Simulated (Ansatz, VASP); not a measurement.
**Cr: VASP beside Ansatz**

```xyz
2
Lattice="0.0000 2.8146 2.8146 2.8146 0.0000 2.8146 2.8146 2.8146 0.0000" Properties=species:S:1:pos:R:3 pbc="T T T"
Cr    0.7036    0.7036    0.7036
Cr    4.9255    4.9255    4.9255
```

Alike in both runs: task single point; functional BLYP; k mesh 11 × 11 × 11; occupations fermi-dirac, width 0.05 eV; collinear spin.

|  | VASP | Ansatz |
| --- | --- | --- |
| version | VASP 6.6.1 | Ansatz 0.2.0 |
| potentials or method | VASP PAW PBE potentials, release 64 (Cr_pv), cutoff 520 eV | plane waves (420 eV) with PAW, scalar-relativistic |
| valence electrons in the cell | 24 | 28 |

|  | VASP | Ansatz | Ansatz less VASP |
| --- | --- | --- | --- |
| pressure (GPa) | -1.8 | -2.0 | -0.15 |
| net moment per atom (μB) | 0.00 | 0.00 | 0.000 |
| size of the moment on the site where the two differ most (μB) | 3.06 | 2.85 | -0.205 |

VASP's potentials were made for PBE, not for BLYP. Site moments also hang on the region over which each program counts them. VASP's potentials hold 24 valence electrons a cell and Ansatz's 28, so a difference there can come from the potentials and not from the codes.
